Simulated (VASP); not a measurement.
RbBr, 2 atoms in the cell. It takes space group P4/mmm (No. 123, tetragonal). The conventional cell has a = 4.179 Å, b = 4.179 Å, c = 4.070 Å, α = 90.00°, β = 90.00°, γ = 90.00°. Within 4.7 Å of Rb (site symmetry 4/mmm) lie 8 Br at 3.59 Å and 6 Rb at 4.07 to 4.18 Å. Br (site symmetry 4/mmm) has 8 Rb at 3.59 Å and 6 Br at 4.07 to 4.18 Å within 4.7 Å. 

* Program: VASP 6.6.1
* Task: single point
* Functional: PBEsol
* Potentials or basis: VASP PAW PBE potentials, release 64 (Rb_sv, Br)
* Cutoff: 520 eV
* k mesh: 6 × 6 × 6
* Occupations: gaussian, width 0.05 eV
* Spin: no spin polarisation
* Dipole correction: no
* Further INCAR settings: ALGO = Normal; EDIFF = 1e-07; NBANDS = 15

Potentials or basis: VASP PAW PBE potentials, release 64 (Rb_sv, Br).

The run is started by

```console
$ cat potpaw_PBE.64/Rb_sv/POTCAR potpaw_PBE.64/Br/POTCAR > POTCAR
$ mpirun -np 1 vasp_std > vasp.out
```

Hardware: 1 thread of Intel(R) Xeon(R) Platinum 8375C CPU @ 2.90GHz (Ice Lake) (shared host).

Question: Estimate the wall time of this run.

Answer: Run time: 18 s on 1 thread of Intel(R) Xeon(R) Platinum 8375C CPU @ 2.90GHz (Ice Lake), on a shared host, peak memory 0.2 GiB. Counts: scf iterations 13, k points 40.
